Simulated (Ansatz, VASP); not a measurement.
Two plane-wave programs on F

```
CELL_PARAMETERS angstrom
3.10048 -1.78195 -0.23914
3.10048 1.78195 -0.23914
-2.33133 0.00000 7.13624
ATOMIC_POSITIONS crystal
F 0.08485 0.08485 0.07802
F 0.91515 0.91515 0.92198
F 0.50157 0.50157 0.59372
F 0.49843 0.49843 0.40628
```

Alike in both runs: task single point; functional PBEsol; k mesh 4 × 4 × 2; occupations gaussian, width 0.05 eV; no spin polarisation.

|  | VASP | Ansatz |
| --- | --- | --- |
| version | VASP 6.6.1 | Ansatz 0.2.0 |
| potentials or method | VASP PAW PBE potentials, release 64 (F), cutoff 520 eV | scalar-relativistic, plane waves, PAW |
| valence electrons in the cell | 28 | 28 |

```csv
,VASP,Ansatz,Ansatz less VASP
gap on the k mesh at the Fermi level (eV),2.71,2.78,+0.064
least direct gap on the mesh (eV),2.77,2.83,+0.064
pressure (GPa),9.5,8.4,-1.08
"traceless stress, the component that is largest in VASP (GPa)",12.90,11.63,-1.273
rms of the force components (eV/Å),4.507,3.943,-0.5640
```

VASP's potentials were made for PBE, not for PBEsol. Atom by atom the forces differ by 0.588 eV/Å (rms over components).

The k mesh is coarse, so the values compare programs but aren't converged. Noted on VASP's run: the standard files for N, O and F lose accuracy on very short bonds.
